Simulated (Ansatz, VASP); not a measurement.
Te2Mo: VASP beside Ansatz

```
Te Mo
1.0
     3.55688    0.00000    0.00000
    -1.77844    3.08035    0.00000
     0.00000    0.00000   15.34299
Te Mo
4 2
Cartesian
  0.0000 2.0536 9.6988
  1.7784 1.0268 2.0273
  0.0000 2.0536 13.3156
  1.7784 1.0268 5.6442
  0.0000 2.0536 3.8357
  1.7784 1.0268 11.5072
```

Alike in both runs: task single point; functional PBE; k mesh 12 × 12 × 2; occupations gaussian, width 0.02 eV; no spin polarisation.

```csv
,VASP,Ansatz
version,VASP 6.6.1,Ansatz 0.2.0
potentials or method,"VASP PAW PBE potentials, release 64 (Te, Mo_sv), cutoff 520 eV","scalar-relativistic, plane waves, PAW"
valence electrons in the cell,52,92
```

|  | VASP | Ansatz | Ansatz less VASP |
| --- | --- | --- | --- |
| gap on the k mesh at the Fermi level (eV) | 1.02 | 1.02 | -0.004 |
| least direct gap on the mesh (eV) | 1.03 | 1.03 | +0.001 |
| pressure (GPa) | 0.0 | 0.0 | -0.01 |
| rms of the force components (eV/Å) | 0.003 | 0.002 | -0.0011 |

Atom by atom the forces differ by 0.006 eV/Å (rms over components). VASP's potentials hold 52 valence electrons a cell and Ansatz's 92, so a difference there can come from the potentials and not from the codes.

Spin-orbit coupling is off throughout.
